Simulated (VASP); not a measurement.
# Mo2Se5 (P-3m1) in VASP: a series of runs, part 2 of 2

VASP 6.6.1. Earlier steps stand in the parts before.

### Step 3. Single point, PBE

This run uses another cell than the first one, of 23.82 Å³/atom.

Contents of INCAR:

```
SYSTEM = Mo2Se5
PREC = Accurate ; ENCUT = 520
EDIFF = 1E-7 ; ISMEAR = 0
SIGMA = 0.1 ; LREAL = .FALSE.
LASPH = .TRUE. ; NELM = 100
ALGO = Normal ; ISIF = 2
LWAVE = .FALSE. ; LCHARG = .FALSE.
GGA = PE ; NBANDS = 38
```

Contents of KPOINTS:

```
Automatic mesh
0
G
  12 12 2
  0 0 0
```

Contents of POSCAR:

```
Mo2Se5
1.0
    3.2610986985      0.0000000000      0.0000000000
   -1.6305493492      2.8241943172      0.0000000000
    0.0000000000      0.0000000000     18.1017544898
Mo Se
2 5
Direct
    0.6666666667      0.3333333333      0.7127484245
    0.3333333333      0.6666666667      0.2872515755
    0.3333333333      0.6666666667      0.6193028250
    0.3333333333      0.6666666667      0.8065591539
    0.6666666667      0.3333333333      0.3806971750
    0.6666666667      0.3333333333      0.1934408461
    0.0000000000      0.0000000000      0.0000000000
```

Potentials or basis: VASP PAW PBE potentials, release 64 (Mo_sv, Se).

Started as:

```bash
> cat potpaw_PBE.64/Mo_sv/POTCAR potpaw_PBE.64/Se/POTCAR > POTCAR
> mpirun -np 1 vasp_std > vasp.out
```

OUTCAR:

```text
SYSTEM = Mo2Se5
   PREC = Accurate
   ENCUT = 520
   EDIFF = 1E-7
   ISMEAR = 0
   LREAL = .FALSE.
   LASPH = .TRUE.
   NELM = 100
   ISIF = 2
   GGA = PE

 ion  position               nearest neighbor table
   1  0.667  0.333  0.713-   3 2.53   3 2.53   3 2.53   4 2.54   4 2.54   4 2.54
   2  0.333  0.667  0.287-   5 2.53   5 2.53   5 2.53   6 2.54   6 2.54   6 2.54
   3  0.333  0.667  0.619-   1 2.53   1 2.53   1 2.53
   4  0.333  0.667  0.807-   1 2.54   1 2.54   1 2.54
   5  0.667  0.333  0.381-   2 2.53   2 2.53   2 2.53
   6  0.667  0.333  0.193-   2 2.54   2 2.54   2 2.54
   7  0.000  0.000  0.000-

  LATTYP: Found a hexagonal cell.
 ALAT       =     3.2610986985
 C/A-ratio  =     5.5508146681

  Lattice vectors:

 A1 = (   3.2610986985,   0.0000000000,   0.0000000000)
 A2 = (  -1.6305493492,   2.8241943172,   0.0000000000)
 A3 = (   0.0000000000,   0.0000000000,  18.1017544898)

Analysis of symmetry for initial positions (statically):
=====================================================================
[... 186 lines left out ...]
 fundamental gap:      0.0357504580
 Fermi energy:         4.0692011011

 k-point     1 :       0.0000    0.0000    0.0000
  band No.  band energies     occupation
      1     -56.7383      2.00000
      2     -56.7382      2.00000
      3     -30.9039      2.00000
      4     -30.9039      2.00000
      5     -30.7008      2.00000
      6     -30.7008      2.00000
[... 973 lines left out ...]
     37       7.9975      0.00000
     38       8.0278      0.00000

 [... further k-points ...]

------------------------ aborting loop because EDIFF is reached ----------------------------------------

  FORCE on cell =-STRESS in cart. coord.  units (eV):
  Direction    XX          YY          ZZ          XY          YZ          ZX
  --------------------------------------------------------------------------------------
  -------------------------------------------------------------------------------------
  Total        0.1598289      0.1598289      0.2388978      0.0000000      0.0000000      0.0000000
  in kB        1.5359842      1.5359842      2.2958497      0.0000000      0.0000000      0.0000000
  external PRESSURE =       1.7892727 kB  Pullay stress =       0.0000000 kB

 VOLUME and BASIS-vectors are now :
 -----------------------------------------------------------------------------
  energy-cutoff  :      520.00
  volume of cell :      166.72
      direct lattice vectors                 reciprocal lattice vectors
     3.261098699  0.000000000  0.000000000     0.306645119  0.177041642  0.000000000
    -1.630549349  2.824194317  0.000000000     0.000000000  0.354083285  0.000000000
     0.000000000  0.000000000 18.101754490     0.000000000  0.000000000  0.055243264

 POSITION                                       TOTAL-FORCE (eV/Angst)
 -----------------------------------------------------------------------------------
      1.63055      0.94140     12.90200         0.000000      0.000000     -0.001204
     -0.00000      1.88280      5.19976        -0.000000     -0.000000      0.001204
     -0.00000      1.88280     11.21047         0.000000      0.000000     -0.035295
     -0.00000      1.88280     14.60014        -0.000000     -0.000000      0.034726
      1.63055      0.94140      6.89129        -0.000000     -0.000000      0.035295
      1.63055      0.94140      3.50162        -0.000000      0.000000     -0.034726
      0.00000      0.00000      0.00000         0.000000      0.000000     -0.000000
 -----------------------------------------------------------------------------------
    total drift:                                0.000000     -0.000000      0.000000

  FREE ENERGIE OF THE ION-ELECTRON SYSTEM (eV)
  ---------------------------------------------------
  free  energy   TOTEN  =       -42.3212516607 eV

  energy  without entropy=      -42.3046064454  energy(sigma->0) =      -42.31292905
```

OSZICAR:

```text
N       E                     dE             d eps       ncg     rms          rms(c)
DAV:   1     0.467252920690E+03    0.46725E+03   -0.30744E+04  3200   0.138E+03
DAV:   2    -0.162387138284E+02   -0.48349E+03   -0.46974E+03  3532   0.331E+02
DAV:   3    -0.437362028898E+02   -0.27497E+02   -0.26785E+02  3524   0.702E+01
[... 11 lines left out ...]
DAV:  15    -0.423212523964E+02   -0.36708E-04   -0.23514E-04  2978   0.579E-02    0.175E-02
DAV:  16    -0.423212501153E+02    0.22811E-05   -0.61845E-05  3342   0.209E-02    0.129E-02
DAV:  17    -0.423212518211E+02   -0.17058E-05   -0.94460E-06  2948   0.119E-02    0.300E-03
DAV:  18    -0.423212515944E+02    0.22668E-06   -0.21869E-06  3060   0.378E-03    0.100E-03
DAV:  19    -0.423212516607E+02   -0.66276E-07   -0.46585E-07  2176   0.170E-03
   1 F= -.42321252E+02 E0= -.42312929E+02  d E =-.166452E-01
```

stdout:

```text
POSCAR found type information on POSCAR MoSe
 POSCAR found :  2 types and       7 ions
 scaLAPACK will be used
 LDA part: xc-table for (Slater+PW92), standard interpolation
 POSCAR, INCAR and KPOINTS ok, starting setup
 FFT: planning ... GRIDC
 FFT: planning ... GRID_SOFT
 FFT: planning ... GRID
 WAVECAR not read
 entering main loop
```

Wall time 2.1 min (1 thread of Intel Xeon 6975P-C (Granite Rapids), shared host); peak memory 0.38 GiB.

What came out:

| Property | Result |
| --- | --- |
| Free energy | -42.3213 eV |
| Pressure | 0.2 GPa |
| Largest force | 0.035 eV/Å |
| Band gap on the k mesh | zero (bands 29 and 30 overlap by 2.48 eV) |

Forces in eV/Å, atoms in the order of the input:
```
Mo   0.000  0.000 -0.001
Mo   0.000  0.000  0.001
Se   0.000  0.000 -0.035
Se   0.000  0.000  0.035
Se   0.000  0.000  0.035
Se   0.000  0.000 -0.035
Se   0.000  0.000  0.000
```

Caveat: this functional lacks dispersion, which binds layers or chains, so the pressure and a relaxed spacing across them are unreliable.

### Step 4. Relaxation of cell and atoms, PBE, collinear spin

This run uses another cell than the first one, of 21.69 Å³/atom.

Contents of INCAR:

```
SYSTEM = Mo2Se5
PREC = Accurate ; ENCUT = 600
EDIFF = 1E-6 ; ISMEAR = 0
SIGMA = 0.15 ; LREAL = .False.
LASPH = .True. ; NELM = 150
ALGO = Normal ; ISIF = 3
LWAVE = .False. ; LCHARG = .False.
ISPIN = 2 ; MAGMOM = 1 1 0 0 0 0 0
LORBIT = 11 ; LMAXMIX = 4
GGA = PE ; IBRION = 2
NSW = 36 ; EDIFFG = -0.08
```

Contents of KPOINTS:

```
Automatic mesh
0
Gamma
  4 4 1
  0 0 0
```

Contents of POSCAR:

```
Mo2Se5
1.0
    3.3559445300      0.0000000000      0.0000000000
   -1.6779722700      2.9063332200      0.0000000000
    0.0000000000      0.0000000000     15.5667306700
Mo Se
2 5
Direct
    0.6666666700      0.3333333300      0.7123000000
    0.3333333300      0.6666666700      0.2877000000
    0.3333333300      0.6666666700      0.6039000000
    0.3333333300      0.6666666700      0.8207000000
    0.6666666700      0.3333333300      0.3961000000
    0.6666666700      0.3333333300      0.1793000000
    0.0000000000      0.0000000000      0.0000000000
```

Started as:

```bash
> cat potpaw_PBE.64/Mo_sv/POTCAR potpaw_PBE.64/Se/POTCAR > POTCAR
> mpirun -np 1 vasp_std > vasp.out
```

Run time: 8 min. Hardware: 1 thread of Intel Xeon 6975P-C (Granite Rapids), shared host; peak memory 0.39 GiB.

It converged, with:

```
Free energy                                           : -42.5296 eV
Relaxed volume                                        : 22.13 Å³/atom
Relaxed cell                                          : a = 3.277 Å, b = 3.277 Å, c = 16.665 Å, α = 90.00°, β = 90.00°, γ = 120.00°
Space group after relaxing (to 0.1 Å)                 : P-3m1 (No. 164)
Energy gained by relaxing                             : 24.4 meV/atom
Ionic steps                                           : 13
Pressure after relaxing                               : -0.2 GPa
Largest force after relaxing                          : 0.042 eV/Å
Band gap on the k mesh                                : zero (filled and empty bands overlap)
Net moment                                            : 0.00 μB per cell
Valence electrons inside the program's atomic spheres : Mo 12.40; Se 3.87, 3.85, 3.56 (each value once)
```

Forces in eV/Å, atoms in the order of the input:
```
Mo   0.000  0.000 -0.026
Mo   0.000  0.000  0.026
Se   0.000  0.000  0.042
Se   0.000  0.000  0.016
Se   0.000  0.000 -0.042
Se   0.000  0.000 -0.016
Se   0.000  0.000  0.000
```

Stress tensor (GPa, compression positive):
```
-0.25  0.00  0.00
 0.00 -0.25  0.00
 0.00  0.00  0.02
```

Step by step:
```
step  energy change (eV)  largest force (eV/Å)  pressure (GPa)  volume (Å³)
   1              0.0000                0.5975           -4.05       151.83
   2              0.0313                0.9032            6.56       140.07
   3             -0.0981                0.1167            0.42       146.15
   4             -0.1253                0.1577            0.35       145.96
   5             -0.1267                0.2406            0.35       145.90
   6             -0.1352                0.2010            0.19       146.76
   7             -0.1433                0.3538           -0.11       148.66
   8             -0.1478                0.3116           -0.04       149.00
   9             -0.1582                0.1796            0.16       150.03
  10             -0.1648                0.1770            0.65       152.07
  11             -0.1682                0.1397            0.10       153.77
  12             -0.1687                0.1584           -0.18       154.69
  13             -0.1705                0.0418           -0.16       154.94
```

Final structure:
```
Mo Se
1.0
     3.27656    0.00000    0.00000
    -1.63828    2.83758    0.00000
     0.00000    0.00000   16.66468
Mo Se
2 5
Cartesian
  1.6383 0.9459 11.8683
  0.0000 1.8917 4.7964
  0.0000 1.8917 10.1786
  0.0000 1.8917 13.5529
  1.6383 0.9459 6.4861
  1.6383 0.9459 3.1118
  0.0000 0.0000 0.0000
```

Levels at points of the mesh, in eV from the Fermi level:
Spin up:
| k point | band 26 | band 27 | band 28 | band 29 | band 30 | band 31 |
| --- | --- | --- | --- | --- | --- | --- |
| (0.00, 0.00, 0.00) | -0.54 | -0.46 | 0.45 | 2.56 | 2.56 | 2.93 |
| (0.50, 0.00, 0.00) | -0.74 | -0.60 | -0.54 | 0.06 | 1.15 | 2.02 |
Spin down:
| k point | band 24 | band 25 | band 26 | band 27 | band 28 | band 29 | band 30 | band 31 | band 32 | band 33 |
| --- | --- | --- | --- | --- | --- | --- | --- | --- | --- | --- |
| (0.00, 0.00, 0.00) | -1.05 | -1.05 | -0.54 | -0.46 | 0.45 | 2.56 | 2.56 | 2.93 | 2.93 | 2.96 |
| (0.50, 0.00, 0.00) | -2.01 | -0.81 | -0.74 | -0.60 | -0.54 | 0.06 | 1.15 | 2.02 | 2.02 | 2.33 |

Caveat: the k points lie up to 0.55 Å⁻¹ apart in the final cell, too coarse for converged energies and pressures of a metal; this functional lacks dispersion, which binds layers or chains, so the pressure and a relaxed spacing across them are unreliable; the relaxation stopped at a loose force limit of 0.08 eV/Å, so its end isn't a converged minimum.

### Step 5. The runs side by side

```tsv
task	spin	cell	k mesh	cutoff (eV)	smearing	gap on the mesh (eV)	pressure (GPa)	moment (μB)	largest force (eV/Å)
single point	collinear	a = 3.271, b = 3.271, c = 16.852 Å, angles 90.0, 90.0, 120.0°, 7 atoms, atomic positions A	4 × 4 × 1	520	gaussian 0.15 eV	none	0.3	0.47	0.05
single point	off	a = 3.261, b = 3.261, c = 18.102 Å, angles 90.0, 90.0, 120.0°, 7 atoms, atomic positions B	12 × 12 × 2	520	gaussian 0.1 eV	none	0.2	-	0.04
relaxation of cell and atoms	collinear	relaxed from a = 3.356, b = 3.356, c = 15.567 Å, angles 90.0, 90.0, 120.0°, 7 atoms, atomic positions C	4 × 4 × 1	600	gaussian 0.15 eV	none	-0.2	0.00	0.04
```

Alike in all rows: level PBE; potentials or basis VASP PAW PBE potentials, release 64 (Mo_sv, Se).

Caveats: some runs use coarse meshes; this functional lacks dispersion, which binds layers or chains, so the pressure and a relaxed spacing across them are unreliable; a moment this small can come from the mesh or the smearing (at least some runs); the relaxation stopped at a loose force limit of 0.08 eV/Å, so its end isn't a converged minimum (at least some runs).

Absolute energies hang on the potentials; compare differences alone.

The gap in the log of VASP goes by the Fermi energy; the results here count the filled bands.